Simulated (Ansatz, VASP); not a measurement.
# One calculation of TiO2, two programs

```
Ti O
1.0
    -1.82601    1.92115    4.75700
     1.92115   -1.82601    4.75700
     1.86386    1.86386   -4.71915
Ti O
2 4
Direct
  0.00000 0.00000 0.00000
  0.75000 0.25000 0.50000
  0.20660 0.20660 0.00000
  0.95660 0.45660 0.50000
  0.54340 0.04340 0.50000
  0.79340 0.79340 0.00000
```

Change from the starting cell: equal xy, yz and zx shear strains of +2 %.

Alike in both runs: task single point; functional PBE; k mesh 13 × 13 × 13; occupations fermi-dirac, width 0.08 eV; no spin polarisation.

|  | VASP | Ansatz |
| --- | --- | --- |
| version | VASP 6.6.1 | Ansatz 0.2.0 |
| potentials or method | VASP PAW PBE potentials, release 64 (Ti_sv, O), cutoff 520 eV | all-electron LAPW, scalar-relativistic |

Ansatz gave:

```
pressure (GPa)                                                : 6.0
traceless stress, the component that is largest in VASP (GPa) : 2.70
rms of the force components (eV/Å)                            : 0.182
```

What did VASP give for the same quantities?

Pressure (GPa): 6.7; traceless stress, the component that is largest in VASP (GPa): 2.81; rms of the force components (eV/Å): 0.191.

Atom by atom the forces differ by 0.011 eV/Å (rms over components). Ansatz ran all-electron here, and VASP with PAW potentials.
